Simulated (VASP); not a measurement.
A run of VASP 6.6.1:

INCAR

```
  ALGO = Normal
  EDIFF = 1E-6
  ENCUT = 520
  GGA = PE
  GGA_COMPAT = False
  ISIF = 2
  ISMEAR = 0
  LASPH = True
  LCHARG = True
  LELF = True
  LREAL = False
  LVHAR = True
  LWAVE = False
  NBANDS = 70
  NELECT = 112.0
  NELM = 120
  PREC = Accurate
  SIGMA = 0.05
```

Contents of KPOINTS:

```
k-points
0
Gamma
  4 4 4
```

POSCAR

```
Zr5O9
1.0
    0.0000000000      0.0000000000      5.1158833634
   -2.5579416817      5.1158833634      2.5579416817
   -5.1158833634     -2.5579416817      2.5579416817
Zr O
5 9
Direct
    1.0000000000      0.0000000000      0.0000000000
    0.2000000000      0.2000000000      0.4000000000
    0.4000000000      0.4000000000      0.8000000000
    0.6000000000      0.6000000000      0.2000000000
    0.8000000000      0.8000000000      0.6000000000
    0.5500000000      0.3000000000      0.1000000000
    0.7500000000      0.5000000000      0.5000000000
    0.9500000000      0.7000000000      0.9000000000
    0.1500000000      0.9000000000      0.3000000000
    0.0500000000      0.3000000000      0.1000000000
    0.2500000000      0.5000000000      0.5000000000
    0.4500000000      0.7000000000      0.9000000000
    0.6500000000      0.9000000000      0.3000000000
    0.7117281798      0.0921812135      0.6843624269
```

Potentials or basis: VASP PAW PBE potentials, release 64 (Zr_sv, O).

Run with:

```sh
$ cat potpaw_PBE.64/Zr_sv/POTCAR potpaw_PBE.64/O/POTCAR > POTCAR
$ mpirun -np 1 vasp_std > vasp.out
```

Hardware: 1 thread of Intel(R) Xeon(R) 6975P-C (Granite Rapids) (shared host).

**Question.** How long does it take, and how much memory?

**Answer.** Wall time 4.9 min on 1 thread of Intel(R) Xeon(R) 6975P-C (Granite Rapids) (shared host), peak memory 0.45 GiB. Counts: scf iterations 16, k points 36.
